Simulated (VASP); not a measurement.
Here is a VASP 6.6.1 calculation.

INCAR

```
SYSTEM = C
  ALGO = Normal
  DIPOL = 0.5 0.5 0.500
  EDIFF = 1E-6
  EDIFFG = -0.03
  ENCUT = 520
  GGA = CA
  IBRION = 2
  IDIPOL = 3
  ISIF = 2
  ISMEAR = 0
  ISYM = 0
  LASPH = .True.
  LCHARG = .False.
  LDIPOL = .True.
  LREAL = .False.
  LUSENCCL = .False.
  LWAVE = .False.
  NELM = 80
  NSW = 70
  PREC = Accurate
  SIGMA = 0.1
```

KPOINTS

```
k-points
0
Gamma
  12 4 1
  0 0 0
```

File POSCAR:

```
C
1.0
    2.4447628307      0.0000000000      0.0000000000
   -1.2223814153      8.7849592876      0.0000000000
    0.0000000000      0.0000000000     18.7945767823
C
6
Selective dynamics
Direct
    0.0387225515      0.0774451030      0.3724478652  F F F
    0.5484031894      0.0968063788      0.4088913323  F F F
    0.5677644651      0.1355289303      0.4817782665  F F F
    0.0774451030      0.1548902060      0.5182217335  T T T
    0.0968063788      0.1936127576      0.5911086677  T T T
    0.6064870167      0.2129740333      0.6275521348  T T T
```

Potentials or basis: VASP PAW LDA potentials, release 64 (C).

Command:

```console
$ cat potpaw_LDA.64/C/POTCAR > POTCAR
$ mpirun -np 1 vasp_std > vasp.out
```

Estimate the energy gained by relaxing.

22.4 meV/atom.

Estimate the band gap on the k mesh.

0.10 eV.

Final structure:
```yaml
crystal:
  lattice:
    - [2.44476, 0.00000, 0.00000]
    - [-1.22238, 8.78496, 0.00000]
    - [0.00000, 0.00000, 18.79458]
  atoms:
    - { symbol: C, position: [0.03872, 0.07745, 0.37245] }
    - { symbol: C, position: [0.54840, 0.09681, 0.40889] }
    - { symbol: C, position: [0.56776, 0.13553, 0.48178] }
    - { symbol: C, position: [0.07723, 0.15446, 0.51742] }
    - { symbol: C, position: [0.09747, 0.19495, 0.59366] }
    - { symbol: C, position: [0.60597, 0.21194, 0.62553] }
```

Caveat: semilocal functionals underestimate gaps, and a narrow one can read as zero.
